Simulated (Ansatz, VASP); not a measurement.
Ge in VASP and in Ansatz

INCAR

```
  ALGO = Normal
  EDIFF = 1E-7
  ENCUT = 520
  GGA = PE
  ISIF = 2
  ISMEAR = -1
  LASPH = T
  LCHARG = F
  LREAL = F
  LWAVE = F
  NBANDS = 13
  NELM = 80
  PREC = Accurate
  SIGMA = 0.05
```

Contents of KPOINTS:

```
k-points
0
Gamma
  13 13 13
```

The input POSCAR:

```
Ge
1.0
    2.6754197873      0.0000000000      0.0000000000
    0.0000000000      2.6754197873      0.0000000000
    0.0000000000      0.0000000000      2.6754197873
Ge
1
Direct
    0.0000000000      0.0000000000      0.0000000000
```

Input for Ansatz:

```yaml
crystal:
  lattice:
    - [2.6754197873, 0.0, 0.0]
    - [0.0, 2.6754197873, 0.0]
    - [0.0, 0.0, 2.6754197873]
  atoms:
    - { symbol: Ge, position: [0.0, 0.0, 0.0] }
kpoints:
  mp_grid: { grid: [13, 13, 13] }
scf:
  occupations: { method: fermi_dirac, width: 0.05 }
hamiltonian:
  xc: pbe
  pseudopotentials: { kind: all_electron, lapw: { basis_error: 0.00025 } }
output:
  forces: true
  stress: true
  eigenvalues: true
```

Change from the starting cell: volume scaled by 0.96.

Alike in both runs: task single point; functional PBE; k mesh 13 × 13 × 13; occupations fermi-dirac, width 0.05 eV; no spin polarisation.

|  | VASP | Ansatz |
| --- | --- | --- |
| version | VASP 6.6.1 | Ansatz 0.2.0 |
| potentials or method | VASP PAW PBE potentials, release 64 (Ge_d), cutoff 520 eV | all-electron LAPW, scalar-relativistic |

|  | VASP | Ansatz | Ansatz less VASP |
| --- | --- | --- | --- |
| pressure (GPa) | 3.1 | 3.1 | 0.00 |

Ansatz ran all-electron here, and VASP with PAW potentials.
